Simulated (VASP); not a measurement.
**Ir: single point with PBEsol**

Ir:

```xyz
3
Lattice="3.5455 0.0000 0.0000 -1.7728 3.0705 0.0000 0.0000 0.0000 4.0225" Properties=species:S:1:pos:R:3 pbc="T T T"
Ir    0.7992    0.0000    1.3408
Ir   -0.3996    0.6921    2.6817
Ir    1.3732    2.3784    0.0000
```

```
Program             : VASP 6.6.1
Task                : single point
Functional          : PBEsol
Potentials or basis : VASP PAW PBE potentials, release 64 (Ir)
Cutoff              : 520 eV
k mesh              : 6 × 6 × 4
Occupations         : gaussian, width 0.1 eV
Spin                : no spin polarisation
```

* Pressure: 154.5 GPa
* Largest force: 24.414 eV/Å
* Band gap on the k mesh: zero (an odd number of electrons rules out a gap without spin polarisation)

Forces on the atoms (eV/Å):
```
Ir   24.414   0.000   0.000
Ir  -12.207  21.143   0.000
Ir  -12.207 -21.143   0.000
```

Stress tensor (GPa, compression positive):
```
112.55   0.00   0.00
  0.00 112.55   0.00
  0.00   0.00 238.47
```

Levels at points of the mesh, in eV from the Fermi level:
```
           k point  band 10  band 11  band 12  band 13  band 14  band 15  band 16  band 17
(0.00, 0.00, 0.00)    -3.29    -2.24    -2.24     0.98     0.98     2.00     2.18     4.65
(0.50, 0.00, 0.00)    -2.90    -2.46    -2.26    -1.46    -0.43    -0.01     1.23     2.63
(0.00, 0.00, 0.50)    -4.09    -2.48    -2.48     0.15     0.15     1.88     3.49     3.49
(0.50, 0.00, 0.50)    -3.22    -3.11    -2.24    -0.88    -0.71     1.11     1.15     2.22
```

Wall time 32 s on 1 thread of Intel Xeon 8259CL, with other jobs on the host, peak memory 0.16 GiB.

Caveat: the k points lie up to 0.39 Å⁻¹ apart, too coarse for converged energies and pressures of a metal; atoms lie so close that the PAW spheres overlap strongly, which falsifies energies and pressures; the PAW data sets were made with another functional, which shifts forces and pressure a little; spin-orbit coupling is left out, which moves the levels of the heavy elements.
